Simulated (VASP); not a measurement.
# Si2Ni (P6/mmm) in VASP: a series of runs

Runs on Si2Ni. Level: PBE. Tasks: single point, relaxation of cell and atoms.

Everything below comes from runs of VASP 6.6.1. Logs are shortened: lines on timing, memory, paths and dates and some standing lists are left out, and cuts for length are marked.

## 1. The cell of the first run

Symmetry: P6/mmm, No. 191, hexagonal system. The conventional cell has a = 4.667 Å, b = 4.667 Å, c = 6.554 Å, α = 90.00°, β = 90.00°, γ = 120.00°. Within 3.1 Å of Si (site symmetry mmm) lie 4 Si at 2.33 Å and 4 Ni at 2.61 Å. Within 2.8 Å of Si (site symmetry 6/mmm) lie 2 Ni at 2.11 Å. Ni (site symmetry 6mm) has 7 Si at 2.11 to 2.61 Å and 1 Ni at 2.32 Å within 2.8 Å.

## 2. Single point, PBE

The input, INCAR:

```
PREC = Accurate
ENCUT = 520
EDIFF = 1E-7
ISMEAR = 0
SIGMA = 0.1
LREAL = F
LASPH = T
NELM = 100
ALGO = Normal
ISIF = 2
LWAVE = F
LCHARG = T
GGA = PE
LELF = T
LVHAR = T
NBANDS = 27
```

The input, KPOINTS:

```
Automatic mesh
0
Gamma
  12 12 6
```

The input, POSCAR:

```
Si2Ni
1.0
    4.6665982865      0.0000000000      0.0000000000
   -2.3332991432      4.0413926654      0.0000000000
    0.0000000000      0.0000000000      6.5535831207
Si Ni
4 2
Direct
    0.5000000000      0.0000000000      0.0000000000
    0.0000000000      0.5000000000      0.0000000000
    0.5000000000      0.5000000000      0.0000000000
    0.0000000000      0.0000000000      0.5000000000
    0.0000000000      0.0000000000      0.8226565046
    0.0000000000      0.0000000000      0.1773434954
```

Potentials or basis: VASP PAW PBE potentials, release 64 (Si, Ni).

Started as:

```sh
$ cat potpaw_PBE.64/Si/POTCAR potpaw_PBE.64/Ni/POTCAR > POTCAR
$ mpirun -np 1 vasp_std > vasp.out
```

OUTCAR:

```text
PREC = Accurate
   ENCUT = 520
   EDIFF = 1E-7
   ISMEAR = 0
   LREAL = F
   LASPH = T
   NELM = 100
   ISIF = 2
   GGA = PE

 ion  position               nearest neighbor table
   1  0.500  0.000  0.000-   3 2.33   3 2.33   2 2.33   2 2.33   5 2.61   5 2.61   6 2.61   6 2.61

   2  0.000  0.500  0.000-   3 2.33   3 2.33   1 2.33   1 2.33   5 2.61   6 2.61   5 2.61   6 2.61

   3  0.500  0.500  0.000-   2 2.33   2 2.33   1 2.33   1 2.33   5 2.61   6 2.61   5 2.61   6 2.61

   4  0.000  0.000  0.500-   5 2.11   6 2.11
   5  0.000  0.000  0.823-   4 2.11   6 2.32   1 2.61   1 2.61   2 2.61   2 2.61   3 2.61   3 2.61

   6  0.000  0.000  0.177-   4 2.11   5 2.32   1 2.61   1 2.61   2 2.61   2 2.61   3 2.61   3 2.61

  LATTYP: Found a hexagonal cell.
 ALAT       =     4.6665982865
 C/A-ratio  =     1.4043598181

  Lattice vectors:

 A1 = (   4.6665982865,   0.0000000000,   0.0000000000)
 A2 = (  -2.3332991432,   4.0413926654,   0.0000000000)
 A3 = (   0.0000000000,   0.0000000000,   6.5535831207)

Analysis of symmetry for initial positions (statically):
=====================================================================
 Subroutine PRICEL returns:
 Original cell was already a primitive cell.

 Routine SETGRP: Setting up the symmetry group for a
 hexagonal supercell.

 Subroutine GETGRP returns: Found 24 space group operations
 (whereof 24 operations were pure point group operations)
 out of a pool of 24 trial point group operations.

The static configuration has the point symmetry D_6h.

Analysis of symmetry for dynamics (positions and initial velocities):
=====================================================================
 Subroutine PRICEL returns:
 Original cell was already a primitive cell.

 Routine SETGRP: Setting up the symmetry group for a
 hexagonal supercell.

 Subroutine GETGRP returns: Found 24 space group operations
 (whereof 24 operations were pure point group operations)
 out of a pool of 24 trial point group operations.

The dynamic configuration has the point symmetry D_6h.

 Subroutine INISYM returns: Found 24 space group operations
 (whereof 24 operations are pure point group operations),
 and found     1 'primitive' translations

----------------------------------------------------------------------------------------

                                     Primitive cell

  volume of cell :     123.5977

  direct lattice vectors                    reciprocal lattice vectors
     4.666598287  0.000000000  0.000000000     0.214288854  0.123719728  0.000000000
    -2.333299143  4.041392665  0.000000000     0.000000000  0.247439455  0.000000000
     0.000000000  0.000000000  6.553583121     0.000000000  0.000000000  0.152588284

  length of vectors
     4.666598287  4.666598287  6.553583121     0.247439455  0.247439455  0.152588284

  position of ions in fractional coordinates (direct lattice)
     0.500000000  0.000000000  0.000000000
     0.000000000  0.500000000  0.000000000
     0.500000000  0.500000000  0.000000000
     0.000000000  0.000000000  0.500000000
     0.000000000  0.000000000  0.822656505
     0.000000000  0.000000000  0.177343495

  ion indices of the primitive-cell ions
   primitive index   ion index
                 1           1
                 2           2
                 3           3
                 4           4
                 5           5
                 6           6

----------------------------------------------------------------------------------------

 KPOINTS: Automatic mesh

Automatic generation of k-mesh.
 Grid dimensions read from file:
 generate k-points for:   12   12    6

 Generating k-lattice:

  Cartesian coordinates                     Fractional coordinates (reciprocal lattice)
     0.017857405  0.010309977  0.000000000     0.083333333  0.000000000  0.000000000
     0.000000000  0.020619955  0.000000000     0.000000000  0.083333333  0.000000000
     0.000000000  0.000000000  0.025431381     0.000000000  0.000000000  0.166666667

  Length of vectors
     0.020619955  0.020619955  0.025431381

  Shift w.r.t. Gamma in fractional coordinates (k-lattice)
     0.000000000  0.000000000  0.000000000

 Subroutine IBZKPT returns following result:
 ===========================================

 Found     76 irreducible k-points:

 Following reciprocal coordinates:
            Coordinates               Weight
  0.000000  0.000000  0.000000      1.000000
  0.083333  0.000000  0.000000      6.000000
  0.166667  0.000000  0.000000      6.000000
  0.250000  0.000000  0.000000      6.000000
  0.333333  0.000000  0.000000      6.000000
  0.416667  0.000000  0.000000      6.000000
[... 16 lines left out ...]
  0.250000  0.000000  0.166667     12.000000
  0.333333  0.000000  0.166667     12.000000
 [... further k-points ...]
   k-points           NKPTS =     76   k-points in BZ     NKDIM =     76   number of bands    NBANDS=     27
   number of dos      NEDOS =    301   number of ions     NIONS =      6
[... 39 lines left out ...]
  Thomas-Fermi vector in A             =   2.221297
   LORBIT       =      0    0 simple, 1 ext, 2 COOP (PROOUT), +10 PAW based schemes
   GGA     = PE    functional components
   LHFCALC =     F    Hartree Fock is set to
   AEXX    =    0.0000 exact exchange contribution
   IVDW    =     0    specifies the selected vdW correction
   LEPSILON=     F    determine dielectric tensor
   LRPA    =     F    only Hartree local field effects (RPA)
 non-spin polarized calculation
 Gauss-broadening in eV      SIGMA  =   0.10
  energy-cutoff  :      520.00
  volume of cell :      123.60
 maximum number of plane-waves:      3351
 NGX is ok and might be reduce to    36
   NGX = 17   NGY = 17   NGZ = 25

 number of electron      36.0000010 magnetization

 Free energy of the ion-electron system (eV)
  ---------------------------------------------------
  ext. energy  EPLUGINS =         0.00000000
  ---------------------------------------------------
  free energy    TOTEN  =       -29.41912471 eV

  energy without entropy =      -29.39935467  energy(sigma->0) =      -29.40923969

 E-fermi :   4.6948     XC(G=0):  -9.0929

 val. band max:        4.6932650648   @ k =   0.1667   0.0000   0.3333
 cond. band min:       4.6954776303   @ k =   0.2500   0.1667   0.1667
 fundamental gap:      0.0022125655
 Fermi energy:         4.6948154641

 k-point     1 :       0.0000    0.0000    0.0000
  band No.  band energies     occupation
      1      -8.1561      2.00000
      2      -2.6821      2.00000
      3      -1.4761      2.00000
      4      -0.4494      2.00000
      5      -0.3073      2.00000
      6      -0.3073      2.00000
[... 19 lines left out ...]
     26       8.6645      0.00000
     27       8.9637      0.00000

 k-point     2 :       0.0833    0.0000    0.0000
  band No.  band energies     occupation
      1      -8.0988      2.00000
      2      -2.6821      2.00000
      3      -1.9026      2.00000
      4      -0.6399      2.00000
      5      -0.5352      2.00000
      6      -0.3882      2.00000
[... 19 lines left out ...]
     26       9.1382      0.00000
     27       9.4042      0.00000

 k-point     3 :       0.1667    0.0000    0.0000
  band No.  band energies     occupation
      1      -7.9280      2.00000
      2      -2.8247      2.00000
      3      -2.5737      2.00000
      4      -1.0206      2.00000
      5      -0.6923      2.00000
      6      -0.2055      2.00000
[... 19 lines left out ...]
     26       9.4890      0.00000
     27      10.2887      0.00000

 k-point     4 :       0.2500    0.0000    0.0000
  band No.  band energies     occupation
      1      -7.6476      2.00000
      2      -3.6393      2.00000
      3      -2.6217      2.00000
      4      -1.3339      2.00000
      5      -0.8244      2.00000
      6       0.0956      2.00000
[... 19 lines left out ...]
     26       9.8998      0.00000
     27      11.0220      0.00000
[... 516 lines left out ...]
      4      -1.0202      2.00000
      5      -0.7694      2.00000
      6      -0.0664      2.00000
[... 19 lines left out ...]
     26      10.0463      0.00000
     27      10.3787      0.00000

 k-point    23 :       0.2500    0.0000    0.1667
  band No.  band energies     occupation
      1      -7.6427      2.00000
      2      -3.6302      2.00000
      3      -2.6431      2.00000
      4      -1.3335      2.00000
      5      -0.9325      2.00000
      6       0.2068      2.00000
[... 19 lines left out ...]
     26      10.2012      0.00000
     27      11.2524      0.00000

 k-point    24 :       0.3333    0.0000    0.1667
  band No.  band energies     occupation
      1      -7.2629      2.00000
      2      -4.4580      2.00000
      3      -2.6148      2.00000
      4      -1.5643      2.00000
      5      -1.0506      2.00000
      6       0.5693      2.00000
[... 19 lines left out ...]
     26       9.9642      0.00000
     27      10.4098      0.00000

 [... further k-points ...]
[... 5 lines left out ...]
  --------------------------------------------------------------------------------------
  -------------------------------------------------------------------------------------
  Total        0.0319272      0.0319272      0.0358879      0.0000000      0.0000000      0.0000000
  in kB        0.4138675      0.4138675      0.4652095      0.0000000      0.0000000      0.0000000
  external PRESSURE =       0.4309815 kB  Pullay stress =       0.0000000 kB

 VOLUME and BASIS-vectors are now :
 -----------------------------------------------------------------------------
  energy-cutoff  :      520.00
  volume of cell :      123.60
      direct lattice vectors                 reciprocal lattice vectors
     4.666598287  0.000000000  0.000000000     0.214288854  0.123719728  0.000000000
    -2.333299143  4.041392665  0.000000000     0.000000000  0.247439455  0.000000000
     0.000000000  0.000000000  6.553583121     0.000000000  0.000000000  0.152588284

 POSITION                                       TOTAL-FORCE (eV/Angst)
 -----------------------------------------------------------------------------------
      2.33330      0.00000      0.00000         0.000000     -0.000000      0.000000
     -1.16665      2.02070      0.00000         0.000000     -0.000000      0.000000
      1.16665      2.02070      0.00000         0.000000     -0.000000      0.000000
      0.00000      0.00000      3.27679         0.000000     -0.000000      0.000000
      0.00000      0.00000      5.39135        -0.000000      0.000000     -0.001455
      0.00000      0.00000      1.16224         0.000000     -0.000000      0.001455
 -----------------------------------------------------------------------------------
    total drift:                               -0.000000     -0.000000     -0.000000

  FREE ENERGIE OF THE ION-ELECTRON SYSTEM (eV)
  ---------------------------------------------------
  free  energy   TOTEN  =       -29.4191247127 eV

  energy  without entropy=      -29.3993546659  energy(sigma->0) =      -29.40923969
```

Run time: 4.7 min. Hardware: 1 thread of Intel Xeon Platinum 8259CL at 2.50GHz (Skylake/Cascade Lake), shared host; peak memory 0.37 GiB.

Results:

```
Free energy            : -29.4191 eV
Pressure               : 0.0 GPa
Band gap on the k mesh : zero (band 18 reaches 5.26 eV, above the bottom of band 19 at 3.74 eV)
```

Levels at points of the mesh, in eV from the Fermi level:
| k point | band 16 | band 17 | band 18 | band 19 | band 20 | band 21 |
| --- | --- | --- | --- | --- | --- | --- |
| (0.00, 0.00, 0.00) | -1.64 | -0.45 | -0.45 | -0.14 | 1.84 | 2.26 |
| (0.50, 0.00, 0.00) | -1.65 | -1.63 | -0.36 | 1.25 | 1.55 | 1.76 |
| (0.00, 0.00, 0.50) | -1.09 | -0.44 | -0.44 | -0.15 | 0.24 | 1.38 |
| (0.50, 0.00, 0.50) | -1.63 | -0.24 | 0.33 | 0.65 | 1.22 | 1.35 |

Spin polarisation is off, so any magnetic state and its effect on volume and gap are missing.

## 3. Single point, PBE, collinear spin, antiferromagnetic start

This run uses another cell than the first one, of 15.23 Å³/atom, 0.739 times its volume.

The input, INCAR:

```
  ALGO = Normal
  EDIFF = 1E-7
  ENCUT = 520
  GGA = PE
  ISIF = 2
  ISMEAR = 0
  ISPIN = 2
  LASPH = True
  LCHARG = False
  LMAXMIX = 4
  LORBIT = 11
  LREAL = False
  LWAVE = False
  MAGMOM = 0 0 0 0 2 -2
  NBANDS = 31
  NELM = 150
  PREC = Accurate
  SIGMA = 0.1
```

The input, KPOINTS:

```
k-points
0
Gamma
  6 6 4
```

The input, POSCAR:

```
Si2Ni
1.0
    3.7618218100      0.0000000000      0.0000000000
   -1.8809109100      3.2578332600      0.0000000000
    0.0000000000      0.0000000000      7.4562633600
Si Ni
4 2
Direct
    0.5000000000      0.0000000000      0.5000000000
    0.0000000000      0.5000000000      0.5000000000
    0.5000000000      0.5000000000      0.5000000000
    0.0000000000      0.0000000000      0.5000000000
    0.0000000000      0.0000000000      0.8107827400
    0.0000000000      0.0000000000      0.1892172600
```

Potentials or basis: VASP PAW PBE potentials, release 64 (Si, Ni).

Started as:

```sh
$ cat potpaw_PBE.64/Si/POTCAR potpaw_PBE.64/Ni/POTCAR > POTCAR
$ mpirun -np 1 vasp_std > vasp.out
```

Run time: 3 min. Hardware: 1 thread of Intel Xeon Platinum 8259CL at 2.50GHz (Skylake/Cascade Lake), shared host; peak memory 0.27 GiB.

Results (log left out):

- Free energy: -3.8989 eV
- Pressure: 113.3 GPa
- Largest force: 0.260 eV/Å
- Band gap on the k mesh: zero (filled and empty bands overlap)
- Net moment: 0.00 μB per cell
- Valence electrons inside the program's atomic spheres: Si 2.44, 2.46; Ni 8.94

Forces on the atoms (eV/Å):
```
Si   0.000  0.000  0.000
Si   0.000  0.000  0.000
Si   0.000  0.000  0.000
Si   0.000  0.000  0.000
Ni   0.000  0.000 -0.260
Ni   0.000  0.000  0.260
```

Stress tensor (GPa, compression positive):
```
176.61   0.00   0.00
  0.00 176.61   0.00
  0.00   0.00 -13.22
```

Levels at points of the mesh, in eV from the Fermi level:
Spin up:
| k point | band 16 | band 17 | band 18 | band 19 | band 20 | band 21 |
| --- | --- | --- | --- | --- | --- | --- |
| (0.00, 0.00, 0.00) | -0.75 | -0.75 | -0.63 | -0.63 | 1.79 | 2.41 |
| (0.50, 0.00, 0.00) | -0.35 | -0.06 | 0.03 | 0.38 | 0.78 | 1.38 |
| (0.00, 0.00, 0.50) | -0.58 | -0.58 | -0.56 | -0.56 | -0.33 | 3.27 |
| (0.50, 0.00, 0.50) | -0.46 | 0.04 | 0.05 | 0.93 | 1.33 | 1.41 |
Spin down:
```csv
k point,band 15,band 16,band 17,band 18,band 19,band 20,band 21,band 22
"(0.00, 0.00, 0.00)",-0.87,-0.75,-0.75,-0.63,-0.63,1.79,2.41,3.36
"(0.50, 0.00, 0.00)",-0.39,-0.35,-0.06,0.03,0.38,0.78,1.38,1.61
"(0.00, 0.00, 0.50)",-0.82,-0.58,-0.58,-0.56,-0.56,-0.33,3.27,3.27
"(0.50, 0.00, 0.50)",-0.62,-0.46,0.04,0.05,0.93,1.33,1.41,1.50
```

Caveat: the starting moments collapsed, and a magnetic state may lie lower.

## 4. Single point, PBE, collinear spin, antiferromagnetic start

The input, INCAR:

```
  PREC = Accurate
  ENCUT = 520
  EDIFF = 1E-6
  ISMEAR = 0
  SIGMA = 0.1
  LREAL = F
  LASPH = T
  NELM = 150
  ALGO = Normal
  ISIF = 2
  LWAVE = F
  LCHARG = F
  ISPIN = 2
  MAGMOM = 0 0 0 0 2 -2
  LORBIT = 11
  LMAXMIX = 4
  GGA = PE
  NBANDS = 31
```

The input, KPOINTS:

```
Automatic mesh
0
Gamma
  6 6 4
```

The input, POSCAR:

```
Si2Ni
1.0
    4.6613811113      0.0000000036      0.0000000000
   -2.3306905587      4.0368744573      0.0000000000
    0.0000000000      0.0000000000      6.5562780162
Si Ni
4 2
Direct
    0.5000000000      0.0000000000      0.2499946235
    0.0000000000      0.5000000000      0.2499946235
    0.5000000000      0.5000000000      0.2499946235
    0.0000000000      0.0000000000      0.7499994476
    0.0000000000      0.0000000000      1.0725222328
    0.0000000000      0.0000000000      0.4274944492
```

Started as:

```sh
$ cat potpaw_PBE.64/Si/POTCAR potpaw_PBE.64/Ni/POTCAR > POTCAR
$ mpirun -np 1 vasp_std > vasp.out
```

It took 3.6 min on 1 thread of Intel Xeon Platinum 8259CL at 2.50GHz (Skylake/Cascade Lake), shared host; peak memory 0.34 GiB.

It converged, with:

- Free energy: -29.4019 eV
- Pressure: 0.0 GPa
- Largest force: 0.015 eV/Å
- Band gap on the k mesh: zero (filled and empty bands overlap)
- Net moment: 0.00 μB per cell
- Valence electrons inside the program's atomic spheres: Si 1.62, 1.61; Ni 9.40

Forces on the atoms (eV/Å):
```
Si   0.000  0.000  0.000
Si   0.000  0.000  0.000
Si   0.000  0.000  0.000
Si   0.000  0.000  0.001
Ni   0.000  0.000  0.014
Ni   0.000  0.000 -0.015
```

Levels at points of the mesh, in eV from the Fermi level:
Spin up:
| k point | band 15 | band 16 | band 17 | band 18 | band 19 | band 20 | band 21 | band 22 |
| --- | --- | --- | --- | --- | --- | --- | --- | --- |
| (0.00, 0.00, 0.00) | -1.59 | -1.59 | -0.40 | -0.40 | -0.09 | 1.90 | 2.31 | 2.31 |
| (0.50, 0.00, 0.00) | -1.62 | -1.60 | -1.59 | -0.31 | 1.31 | 1.60 | 1.82 | 2.19 |
| (0.00, 0.00, 0.50) | -1.15 | -1.04 | -0.40 | -0.40 | -0.10 | 0.29 | 1.43 | 1.43 |
| (0.50, 0.00, 0.50) | -1.75 | -1.59 | -0.19 | 0.38 | 0.70 | 1.26 | 1.40 | 2.61 |
Spin down:
```
           k point  band 16  band 17  band 18  band 19  band 20  band 21
(0.00, 0.00, 0.00)    -1.59    -0.40    -0.40    -0.09     1.90     2.31
(0.50, 0.00, 0.00)    -1.60    -1.59    -0.31     1.31     1.60     1.82
(0.00, 0.00, 0.50)    -1.04    -0.40    -0.40    -0.10     0.29     1.43
(0.50, 0.00, 0.50)    -1.59    -0.19     0.38     0.70     1.26     1.40
```

Caveat: the starting moments collapsed, and a magnetic state may lie lower.

## 5. Relaxation of cell and atoms, PBE

The input, INCAR:

```
PREC = Accurate
ENCUT = 600
EDIFF = 1E-6
ISMEAR = 0
SIGMA = 0.1
LREAL = F
LASPH = T
NELM = 80
ALGO = Normal
ISIF = 3
LWAVE = F
LCHARG = F
GGA = PE
IBRION = 2
NSW = 100
EDIFFG = -0.01
```

The input, KPOINTS:

```
Automatic mesh
0
Gamma
  12 12 6
```

The input, POSCAR:

```
Si2Ni
1.0
    4.6613811113      0.0000000000      0.0000000000
   -2.3306905556      4.0368744591      0.0000000000
    0.0000000000      0.0000000000      6.5562780162
Si Ni
4 2
Direct
    0.5000000000      0.0000000000      0.0000000000
    0.0000000000      0.5000000000      0.0000000000
    0.5000000000      0.5000000000      0.0000000000
    0.0000000000      0.0000000000      0.5000000000
    0.0000000000      0.0000000000      0.8225138918
    0.0000000000      0.0000000000      0.1774861082
```

Started as:

```sh
$ cat potpaw_PBE.64/Si/POTCAR potpaw_PBE.64/Ni/POTCAR > POTCAR
$ mpirun -np 1 vasp_std > vasp.out
```

Wall time 8.9 min (1 thread of Intel Xeon Platinum 8259CL at 2.50GHz (Skylake/Cascade Lake), shared host); peak memory 0.43 GiB.

The run converged. Its results:

| Property | Result |
| --- | --- |
| Free energy | -29.4187 eV |
| Relaxed volume | 20.62 Å³/atom |
| Relaxed cell | a = 4.669 Å, b = 4.669 Å, c = 6.556 Å, α = 90.00°, β = 90.00°, γ = 120.00° |
| Space group after relaxing (to 0.05 Å) | P6/mmm (No. 191) |
| Energy gained by relaxing | 0.0 meV/atom |
| Ionic steps | 2 |
| Pressure after relaxing | 0.0 GPa |
| Band gap on the k mesh | zero (band 18 reaches 5.25 eV, above the bottom of band 19 at 3.73 eV) |

Forces in eV/Å, atoms in the order of the input:
```
Si   0.000  0.000  0.000
Si   0.000  0.000  0.000
Si   0.000  0.000  0.000
Si   0.000  0.000  0.000
Ni   0.000  0.000 -0.003
Ni   0.000  0.000  0.003
```

The path:
| step | energy change (eV) | largest force (eV/Å) | pressure (GPa) | volume (Å³) |
| --- | --- | --- | --- | --- |
| 1 | 0.0000 | 0.0194 | 0.16 | 123.37 |
| 2 | -0.0003 | 0.0030 | -0.02 | 123.75 |

Final structure:
```yaml
crystal:
  lattice:
    - [4.66868, 0.00000, 0.00000]
    - [-2.33434, 4.04320, 0.00000]
    - [0.00000, 0.00000, 6.55560]
  atoms:
    - { symbol: Si, position: [0.50000, 0.00000, 0.00000] }
    - { symbol: Si, position: [0.00000, 0.50000, 0.00000] }
    - { symbol: Si, position: [0.50000, 0.50000, 0.00000] }
    - { symbol: Si, position: [0.00000, 0.00000, 0.50000] }
    - { symbol: Ni, position: [0.00000, 0.00000, 0.82266] }
    - { symbol: Ni, position: [0.00000, 0.00000, 0.17734] }
```

Levels at points of the mesh, in eV from the Fermi level:
```csv
k point,band 16,band 17,band 18,band 19,band 20,band 21
"(0.00, 0.00, 0.00)",-1.64,-0.45,-0.45,-0.14,1.84,2.26
"(0.50, 0.00, 0.00)",-1.65,-1.63,-0.36,1.25,1.54,1.76
"(0.00, 0.00, 0.50)",-1.08,-0.45,-0.45,-0.15,0.24,1.38
"(0.50, 0.00, 0.50)",-1.62,-0.24,0.33,0.65,1.22,1.35
```
